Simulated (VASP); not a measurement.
TiS2, 3 atoms in the cell. It takes space group P-3m1 (No. 164, trigonal). Conventional cell: a = 3.411 Å, b = 3.411 Å, c = 5.739 Å, α = 90.00°, β = 90.00°, γ = 120.00°. Within 3.2 Å of Ti (site symmetry -3m) lie 6 S at 2.42 Å. Within 3.2 Å of S (site symmetry 3m) lie 3 Ti at 2.42 Å. 

| Quantity | Value |
| --- | --- |
| Program | VASP 6.6.1 |
| Task | single point |
| Functional | PBE-based global hybrid with 75 % exact exchange |
| Potentials or basis | VASP PAW PBE potentials, release 64 (Ti_sv, S) |
| Cutoff | 400 eV |
| k mesh | 6 × 6 × 2 |
| Occupations | fermi-dirac, width 0.02 eV |
| Spin | no spin polarisation |
| Dipole correction | no |
| Grid for exact exchange (PRECFOCK) | Normal |
| Share of exact exchange | 0.75 |
| Further INCAR settings | ALGO = Normal; EDIFF = 1e-06; NBANDS = 19 |

Potentials or basis: VASP PAW PBE potentials, release 64 (Ti_sv, S).

Command:

```console
$ cat potpaw_PBE.64/Ti_sv/POTCAR potpaw_PBE.64/S/POTCAR > POTCAR
$ cp INCAR.step1 INCAR
$ mpirun -np 1 vasp_std > vasp.out
$ cp INCAR.step2 INCAR
$ mpirun -np 1 vasp_std > vasp.out
```

Hardware: 1 thread of Intel(R) Xeon(R) Platinum 8488C (Sapphire Rapids) (shared host).

Q: Estimate the wall time of this run.

A: Wall time 29 min on 1 thread of Intel(R) Xeon(R) Platinum 8488C (Sapphire Rapids) (shared host), peak memory 0.17 GiB. Counts: k points 14.
